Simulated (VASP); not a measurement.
A run of VASP 6.6.1 is set up as follows.

INCAR

```
SYSTEM = TiAl
  PREC = Accurate
  ENCUT = 520
  EDIFF = 1E-7
  ISMEAR = 0
  SIGMA = 0.1
  LREAL = .FALSE.
  LASPH = .TRUE.
  NELM = 60
  ALGO = Fast
  ISIF = 2
  LWAVE = .FALSE.
  LCHARG = .TRUE.
  GGA = PE
  LELF = .TRUE.
  LVHAR = .TRUE.
  NBANDS = 14
```

The input KPOINTS:

```
regular mesh
0
G
  6 6 4
  0 0 0
```

POSCAR

```
TiAl
1.0
    2.8107518100      0.0000000000      0.0000000000
    0.0000000000      2.8107518100      0.0000000000
    0.0000000000      0.0000000000      4.0664219200
Ti Al
1 1
Direct
    0.5000000000      0.5000000000      0.5000000000
    0.0000000000      0.0000000000      0.0000000000
```

Potentials or basis: VASP PAW PBE potentials, release 64 (Ti_sv, Al).

The run is started by

```sh
$ cat potpaw_PBE.64/Ti_sv/POTCAR potpaw_PBE.64/Al/POTCAR > POTCAR
$ mpirun -np 1 vasp_std > vasp.out
```

What does it give for the pressure?

1.3 GPa.

Stress tensor (GPa, compression positive):
```
1.44 0.00 0.00
0.00 1.44 0.00
0.00 0.00 1.06
```

Caveat: the k points lie up to 0.39 Å⁻¹ apart.
